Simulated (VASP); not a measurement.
Input of a VASP 6.6.1 run:

Contents of INCAR:

```
SYSTEM = Ni
PREC = Accurate
ENCUT = 520
EDIFF = 1E-7
ISMEAR = -1
SIGMA = 0.05
LREAL = .FALSE.
LASPH = .TRUE.
NELM = 150
ALGO = Normal
ISIF = 2
LWAVE = .FALSE.
LCHARG = .FALSE.
ISPIN = 2
MAGMOM = 1
LORBIT = 11
LMAXMIX = 4
GGA = CA
NBANDS = 15
```

Contents of KPOINTS:

```
regular mesh
0
G
  13 13 13
  0 0 0
```

The input POSCAR:

```
Ni
1.0
    0.0000000000      1.7375729330      1.7375729330
    1.7375729330      0.0000000000      1.7375729330
    1.7375729330      1.7375729330      0.0000000000
Ni
1
Direct
    0.0000000000      0.0000000000      0.0000000000
```

Potentials or basis: VASP PAW LDA potentials, release 64 (Ni).

Run with:

```bash
$ cat potpaw_LDA.64/Ni/POTCAR > POTCAR
$ mpirun -np 1 vasp_std > vasp.out
```

(1) Predict the pressure.

(2) Estimate the net moment.

Answers

(1) -10.1 GPa.

(2) 0.62 μB per cell.
